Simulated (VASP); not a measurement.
# Ta4C3 (P3m1) in VASP: single point with PBEsol

Aim: the single point of Ta4C3 with PBEsol.

All numbers are computed with VASP 6.6.1; they aren't measurements. Logs are shortened: lines on timing, memory, paths and dates and some standing lists are left out, and cuts for length are marked.

## Step 1: The cell of the first run

The structure is trigonal, space group P3m1 (No. 156). The conventional cell has a = 3.103 Å, b = 3.103 Å, c = 10.165 Å, α = 90.00°, β = 90.00°, γ = 120.00°. Ta (site symmetry 3m) has 6 C at 2.24 to 2.25 Å and 10 Ta at 2.51 to 3.22 Å within 3.3 Å. Within 2.8 Å of Ta (site symmetry 3m) lie 3 C at 2.14 Å and 1 Ta at 2.51 Å. Within 2.9 Å of Ta (site symmetry 3m) lie 3 C at 2.17 Å. Within 2.9 Å of Ta (site symmetry 3m) lie 6 C at 2.19 to 2.22 Å. Within 2.9 Å of C (site symmetry 3m) lie 6 Ta at 2.17 to 2.19 Å. C (site symmetry 3m) has 6 Ta at 2.14 to 2.24 Å and 1 C at 2.70 Å within 2.8 Å. Within 2.9 Å of C (site symmetry 3m) lie 6 Ta at 2.22 to 2.25 Å and 1 C at 2.70 Å.

## Step 2: Single point, PBEsol

INCAR reads:

```
SYSTEM = Ta4C3
PREC     = Accurate       ! precision mode
ENCUT    = 520            ! plane-wave cutoff, eV
EDIFF    = 1E-6           ! SCF threshold, eV
ISMEAR   = 0              ! smearing method
SIGMA    = 0.15           ! smearing width, eV
LREAL    = .FALSE.        ! projectors in reciprocal space
LASPH    = .TRUE.         ! aspherical terms in the spheres
NELM     = 60             ! most SCF steps
ALGO     = Normal         ! electronic algorithm
ISIF     = 2              ! what is computed and relaxed
LWAVE    = .FALSE.        ! write WAVECAR
LCHARG   = .TRUE.         ! write CHGCAR
GGA      = PS             ! functional
LELF     = .TRUE.         ! ELF
LVHAR    = .TRUE.       
NBANDS   = 37             ! bands
```

KPOINTS reads:

```
regular mesh
0
G
  14 14 4
  0 0 0
```

POSCAR reads:

```
Ta4C3
1.0
   -3.1032734570      0.0000000000      0.0000000000
   -1.5516367285     -2.6875136487      0.0000000000
    0.0001551637      0.0000895838     10.1645109918
Ta C
4 3
Direct
    0.3102563122      0.3102563122      0.1893666186
    0.3102814212      0.3102814212      0.9426348013
   -0.0230600632     -0.0230600632      0.6981042887
    0.6435984147      0.6435984147      0.4524423133
    0.3102692344      0.3102692344      0.5770305159
    0.9769185767      0.9769185767      0.0573012258
   -0.0230725710     -0.0230725710      0.3228702664
```

Potentials or basis: VASP PAW PBE potentials, release 64 (Ta_pv, C).

Launch:

```console
$ cat potpaw_PBE.64/Ta_pv/POTCAR potpaw_PBE.64/C/POTCAR > POTCAR
$ mpirun -np 1 vasp_std > vasp.out
```

OUTCAR:

```text
SYSTEM = Ta4C3
   PREC = Accurate
   ENCUT = 520
   EDIFF = 1E-6
   ISMEAR = 0
   LREAL = .FALSE.
   LASPH = .TRUE.
   NELM = 60
   ISIF = 2
   GGA = PS

 ion  position               nearest neighbor table
   1  0.310  0.310  0.189-   6 2.24   6 2.24   6 2.24   7 2.25   7 2.25   7 2.25   2 2.51   4 3.22
                             4 3.22   4 3.22
   2  0.310  0.310  0.943-   6 2.14   6 2.14   6 2.14   1 2.51   3 3.06   3 3.06   3 3.06
   3  0.977  0.977  0.698-   5 2.17   5 2.17   5 2.17   2 3.06   2 3.06   2 3.06   4 3.07   4 3.07
                             4 3.07
   4  0.644  0.644  0.452-   5 2.19   5 2.19   5 2.19   7 2.22   7 2.22   7 2.22   3 3.07   3 3.07
                             3 3.07   1 3.22   1 3.22   1 3.22
   5  0.310  0.310  0.577-   3 2.17   3 2.17   3 2.17   4 2.19   4 2.19   4 2.19
   6  0.977  0.977  0.057-   2 2.14   2 2.14   2 2.14   1 2.24   1 2.24   1 2.24
   7  0.977  0.977  0.323-   4 2.22   4 2.22   4 2.22   1 2.25   1 2.25   1 2.25

  LATTYP: Found a simple monoclinic cell.
 ALAT       =     3.1032734570
 B/A-ratio  =     3.2754158259
 C/A-ratio  =     1.7320508076
 COS(beta)  =    -0.8660254038

  Lattice vectors:

 A1 = (  -1.5516367285,   2.6875136487,   0.0000000000)
 A2 = (   0.0001551637,   0.0000895838,  10.1645109918)
 A3 = (   4.6549101855,  -2.6875136487,   0.0000000000)

Analysis of symmetry for initial positions (statically):
=====================================================================
 Subroutine PRICEL returns:
 Original cell was already a primitive cell.

 Routine SETGRP: Setting up the symmetry group for a
 simple monoclinic supercell.

 Subroutine GETGRP returns: Found  1 space group operations
 (whereof  1 operations were pure point group operations)
 out of a pool of  4 trial point group operations.

The static configuration has the point symmetry C_1 .

Analysis of symmetry for dynamics (positions and initial velocities):
=====================================================================
 Subroutine PRICEL returns:
 Original cell was already a primitive cell.

 Routine SETGRP: Setting up the symmetry group for a
 simple monoclinic supercell.

 Subroutine GETGRP returns: Found  1 space group operations
 (whereof  1 operations were pure point group operations)
 out of a pool of  4 trial point group operations.

The dynamic configuration has the point symmetry C_1 .

 Subroutine INISYM returns: Found  1 space group operations
 (whereof  1 operations are pure point group operations),
 and found     1 'primitive' translations

----------------------------------------------------------------------------------------

                                     Primitive cell

  volume of cell :      84.7729

  direct lattice vectors                    reciprocal lattice vectors
    -3.103273457  0.000000000  0.000000000    -0.322240374  0.186045567  0.000003279
    -1.551636728 -2.687513649  0.000000000     0.000000000 -0.372091134  0.000003279
     0.000155164  0.000089584 10.164510992     0.000000000  0.000000000  0.098381516

  length of vectors
     3.103273457  3.103273457 10.164510993     0.372091134  0.372091134  0.098381516

  position of ions in fractional coordinates (direct lattice)
     0.310256312  0.310256312  0.189366619
     0.310281421  0.310281421  0.942634801
     0.976939937  0.976939937  0.698104289
     0.643598415  0.643598415  0.452442313
     0.310269234  0.310269234  0.577030516
     0.976918577  0.976918577  0.057301226
     0.976927429  0.976927429  0.322870266

  ion indices of the primitive-cell ions
   primitive index   ion index
                 1           1
                 2           2
                 3           3
                 4           4
                 5           5
                 6           6
                 7           7

----------------------------------------------------------------------------------------

 KPOINTS: regular mesh

Automatic generation of k-mesh.
 Grid dimensions read from file:
 generate k-points for:   14   14    4

 Generating k-lattice:

  Cartesian coordinates                     Fractional coordinates (reciprocal lattice)
    -0.023017170  0.013288969  0.000000234     0.071428571  0.000000000  0.000000000
     0.000000000 -0.026577938  0.000000234     0.000000000  0.071428571  0.000000000
     0.000000000  0.000000000  0.024595379     0.000000000  0.000000000  0.250000000

  Length of vectors
     0.026577938  0.026577938  0.024595379

  Shift w.r.t. Gamma in fractional coordinates (k-lattice)
     0.000000000  0.000000000  0.000000000

 Subroutine IBZKPT returns following result:
 ===========================================

 Found    396 irreducible k-points:

 Following reciprocal coordinates:
            Coordinates               Weight
  0.000000  0.000000  0.000000      1.000000
  0.071429  0.000000  0.000000      2.000000
  0.071429  0.071429  0.000000      2.000000
  0.000000  0.071429  0.000000      2.000000
  0.142857  0.000000  0.000000      2.000000
  0.142857  0.142857  0.000000      2.000000
[... 16 lines left out ...]
  0.142857  0.071429  0.000000      2.000000
  0.071429  0.142857  0.000000      2.000000
 [... further k-points ...]
   k-points           NKPTS =    396   k-points in BZ     NKDIM =    396   number of bands    NBANDS=     37
   number of dos      NEDOS =    301   number of ions     NIONS =      7
   total plane-waves  NPLWV =  46080
   dimension x,y,z NGX =    24 NGY =   24 NGZ =   80
   dimension x,y,z NGXF=    48 NGYF=   48 NGZF=  160
   ions per type =               4   3
   NGX,Y,Z   is equivalent  to a cutoff of  12.86, 12.86, 13.08 a.u.
   NGXF,Y,Z  is equivalent  to a cutoff of  25.71, 25.71, 26.17 a.u.
 SYSTEM =  Ta4C3
   PREC   = accura    normal or accurate (medium, high low for compatibility)
   ISTART =      0    job   : 0-new  1-cont  2-samecut
   ICHARG =      2    charge: 1-file 2-atom 10-const
   ISPIN  =      1    spin polarized calculation?
   LNONCOLLINEAR =      F non collinear calculations
   LSORBIT =      F    spin-orbit coupling
   LASPH  =      T    aspherical Exc in radial PAW
   ENCUT  =  520.0 eV  38.22 Ry    6.18 a.u.   5.77  5.77 18.90*2*pi/ulx,y,z
   NELM   =     60;   NELMIN=  2; NELMDL= -5     # of ELM steps
   EDIFF  = 0.1E-05   stopping-criterion for ELM
   LREAL  =      F    real-space projection
   EDIFFG = 0.1E-04   stopping-criterion for IOM
   NSW    =      0    number of steps for IOM
   IBRION =     -1    ionic relax: 0-MD 1-quasi-New 2-CG
   NFREE  =      0    steps in history (QN), initial steepest desc. (CG)
   ISIF   =      2    stress and relaxation
   ISYM   =      2    0-nonsym 1-usesym 2-fastsym
   POTIM  = 0.5000    time-step for ionic-motion
   TEBEG  =    0.0;   TEEND  =   0.0 temperature during run
   PSTRESS=    0.0 pullay stress
   NELECT =      56.0000    total number of electrons
   NUPDOWN=      -1.0000    fix difference up-down
   EMIN   =  10.00;   EMAX   =-10.00  energy-range for DOS
   EFERMI =   0.00;   METHOD = LEGACY
   ISMEAR =     0;   SIGMA  =   0.15  broadening in eV -4-tet -1-fermi 0-gaus
   EFERMI_NEDOS =   21; number of points for ismear=-14 and -15
   IALGO  =     38    algorithm
   IMIX   =      4    mixing-type and parameters
     AMIX     =   0.40;   BMIX     =  1.00
     AMIX_MAG =   1.60;   BMIX_MAG =  1.00
  volume/ion in A,a.u.               =      12.11        81.73
  Fermi-wavevector in a.u.,A,eV,Ry     =   1.425778  2.694329 27.658489  2.032842
  Thomas-Fermi vector in A             =   2.546125
   LORBIT       =      0    0 simple, 1 ext, 2 COOP (PROOUT), +10 PAW based schemes
   GGA     = PS    functional components
   LHFCALC =     F    Hartree Fock is set to
   AEXX    =    0.0000 exact exchange contribution
   IVDW    =     0    specifies the selected vdW correction
   LEPSILON=     F    determine dielectric tensor
   LRPA    =     F    only Hartree local field effects (RPA)
 non-spin polarized calculation
 Gauss-broadening in eV      SIGMA  =   0.15
  energy-cutoff  :      520.00
  volume of cell :       84.77
 maximum number of plane-waves:      2300
   NGX = 11   NGY = 11   NGZ = 37

 number of electron      56.0000001 magnetization

 Free energy of the ion-electron system (eV)
  ---------------------------------------------------
  ext. energy  EPLUGINS =         0.00000000
  ---------------------------------------------------
  free energy    TOTEN  =       -81.58713660 eV

  energy without entropy =      -81.53731908  energy(sigma->0) =      -81.56222784

 E-fermi :   7.0248     XC(G=0): -13.1220

 val. band max:        7.0245731905   @ k =  -0.4286  -0.2857   0.5000
 cond. band min:       7.0293368410   @ k =  -0.0714   0.0714   0.5000
 fundamental gap:      0.0047636505
 Fermi energy:         7.0248360249

 k-point     1 :       0.0000    0.0000    0.0000
  band No.  band energies     occupation
      1     -28.0690      2.00000
      2     -27.6980      2.00000
      3     -27.5536      2.00000
      4     -27.5536      2.00000
      5     -27.1592      2.00000
      6     -27.0367      2.00000
[... 29 lines left out ...]
     36      10.2245      0.00000
     37      10.4187      0.00000

 k-point     2 :       0.0714    0.0000    0.0000
  band No.  band energies     occupation
      1     -28.0591      2.00000
      2     -27.6968      2.00000
      3     -27.5873      2.00000
      4     -27.5613      2.00000
      5     -27.1538      2.00000
      6     -27.0691      2.00000
[... 29 lines left out ...]
     36      10.1059      0.00000
     37      10.4394      0.00000
[... 838 lines left out ...]
     36      10.2696      0.00000
     37      10.5575      0.00000

 k-point    24 :       0.0714    0.1429    0.0000
  band No.  band energies     occupation
      1     -28.0403      2.00000
      2     -27.7010      2.00000
      3     -27.6423      2.00000
      4     -27.5770      2.00000
      5     -27.1455      2.00000
      6     -27.1286      2.00000
[... 29 lines left out ...]
     36      10.2696      0.00000
     37      10.5575      0.00000

 [... further k-points ...]

------------------------ aborting loop because EDIFF is reached ----------------------------------------

  FORCE on cell =-STRESS in cart. coord.  units (eV):
  Direction    XX          YY          ZZ          XY          YZ          ZX
  --------------------------------------------------------------------------------------
  -------------------------------------------------------------------------------------
  Total       -0.3430976     -0.3416046     13.8852738     -0.0012919     -0.0000606     -0.0001087
  in kB       -6.4844195     -6.4562015    262.4265766     -0.0244156     -0.0011448     -0.0020546
  external PRESSURE =      83.1619852 kB  Pullay stress =       0.0000000 kB

 VOLUME and BASIS-vectors are now :
 -----------------------------------------------------------------------------
  energy-cutoff  :      520.00
  volume of cell :       84.77
      direct lattice vectors                 reciprocal lattice vectors
    -3.103273457  0.000000000  0.000000000    -0.322240374  0.186045567  0.000003279
    -1.551636728 -2.687513649  0.000000000     0.000000000 -0.372091134  0.000003279
     0.000155164  0.000089584 10.164510992     0.000000000  0.000000000  0.098381516

 POSITION                                       TOTAL-FORCE (eV/Angst)
 -----------------------------------------------------------------------------------
     -1.44419     -0.83380      1.92482         0.000345      0.000199      5.309692
     -1.44419     -0.83380      9.58142         0.000650      0.000375     -5.508552
     -4.54746     -2.62548      7.09589        -0.000136     -0.000078     -0.723524
     -2.99582     -1.72964      4.59885         0.000029      0.000017     -0.575550
     -1.44419     -0.83380      5.86523         0.000027      0.000013      0.506732
     -4.54746     -2.62548      0.58244        -0.000935     -0.000539      0.931947
     -4.54746     -2.62548      3.28182         0.000020      0.000012      0.059256
 -----------------------------------------------------------------------------------
    total drift:                               -0.000068     -0.000045     -0.000158

  FREE ENERGIE OF THE ION-ELECTRON SYSTEM (eV)
  ---------------------------------------------------
  free  energy   TOTEN  =       -81.5871365968 eV

  energy  without entropy=      -81.5373190777  energy(sigma->0) =      -81.56222784
```

It took 8.2 min on 1 thread of Intel Xeon 6975P-C (Granite Rapids), shared host; peak memory 0.92 GiB.

Results:

- Free energy: -81.5871 eV
- Pressure: 8.3 GPa
- Largest force: 5.509 eV/Å
- Band gap on the k mesh: zero (bands 28 and 29 overlap by 0.74 eV)

Forces on the atoms (eV/Å):
```
Ta   0.000  0.000  5.310
Ta   0.001  0.000 -5.509
Ta   0.000  0.000 -0.724
Ta   0.000  0.000 -0.576
C    0.000  0.000  0.507
C   -0.001 -0.001  0.932
C    0.000  0.000  0.059
```

Levels at points of the mesh, in eV from the Fermi level:
```
           k point  band 26  band 27  band 28  band 29  band 30  band 31
(0.00, 0.00, 0.00)    -1.24    -0.27    -0.27     0.56     0.56     1.23
(0.50, 0.00, 0.00)    -1.55    -0.47     0.01     0.89     2.45     2.83
(0.50, 0.50, 0.00)    -1.55    -0.47     0.01     0.89     2.45     2.83
(0.00, 0.50, 0.00)    -1.55    -0.47     0.01     0.89     2.45     2.83
(0.00, 0.00, 0.50)    -0.93    -0.22    -0.22     0.74     0.74     1.48
(0.50, 0.00, 0.50)    -1.70    -0.47     0.03     1.21     2.31     2.55
(0.50, 0.50, 0.50)    -1.70    -0.47     0.03     1.21     2.31     2.55
(0.00, 0.50, 0.50)    -1.70    -0.47     0.03     1.21     2.31     2.55
```

Caveat: the cell stands under pressure; the PAW data sets were made with another functional, which shifts forces and pressure a little; spin-orbit coupling is left out, which moves the levels of the heavy elements.
